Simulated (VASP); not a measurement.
Crystal: HfTi2Si2.

```
Hf Ti Si
1.0
     3.63076    0.00000    0.00000
    -1.81538    3.14433    0.00000
     0.00000    0.00000    6.02627
Hf Ti Si
1 2 2
Direct
  0.00000 0.00000 0.00000
  0.66667 0.33333 0.39100
  0.33333 0.66667 0.60900
  0.33333 0.66667 0.24900
  0.66667 0.33333 0.75100
```

The cell was generated, and may not be a known phase.

| Quantity | Value |
| --- | --- |
| Program | VASP 6.6.1 |
| Task | relaxation of cell and atoms |
| Functional | PBE |
| Potentials or basis | VASP PAW PBE potentials, release 64 (Hf_pv, Ti_sv, Si) |
| Cutoff | 600 eV |
| k mesh | 6 × 6 × 4 |
| Occupations | gaussian, width 0.1 eV |
| Spin | no spin polarisation |

At the start: pressure 66.0 GPa; volume 13.76 Å³/atom.

Problem. How do energy, volume and symmetry change on relaxing?

Solution. Over 11 steps the energy falls by 1041.7 meV/atom and the volume is 18.27 Å³/atom (+32.8 %); space group P-3m1 (No. 164, to 0.1 Å) before and after.

Step by step:
| step | energy change (eV) | largest force (eV/Å) | pressure (GPa) | volume (Å³) |
| --- | --- | --- | --- | --- |
| 1 | 0.0000 | 6.1964 | 65.98 | 68.80 |
| 2 | -0.4843 | 0.5386 | -20.27 | 141.45 |
| 3 | -5.1288 | 0.2599 | -4.85 | 95.85 |
| 4 | -5.1810 | 0.2305 | -2.42 | 93.65 |
| 5 | -5.1951 | 0.3305 | -0.13 | 91.79 |
| 6 | -5.1942 | 0.3012 | -0.76 | 92.29 |
| 7 | -5.2043 | 0.1397 | -0.51 | 91.95 |
| 8 | -5.2075 | 0.0157 | -0.23 | 91.63 |
| 9 | -5.2081 | 0.0316 | 0.22 | 91.26 |
| 10 | -5.2081 | 0.0312 | 0.22 | 91.27 |
| 11 | -5.2086 | 0.0294 | 0.08 | 91.35 |

Final structure:
```yaml
crystal:
  lattice:
    - [3.91619, 0.00000, 0.00000]
    - [-1.95809, 3.39152, 0.00000]
    - [0.00000, 0.00000, 6.87789]
  atoms:
    - { symbol: Hf, position: [0.00000, 0.00000, 0.00000] }
    - { symbol: Ti, position: [0.66667, 0.33333, 0.36912] }
    - { symbol: Ti, position: [0.33333, 0.66667, 0.63088] }
    - { symbol: Si, position: [0.33333, 0.66667, 0.21808] }
    - { symbol: Si, position: [0.66667, 0.33333, 0.78192] }
```

Caveat: the volume moved by over 15 % at a fixed basis, so the end points are rough.
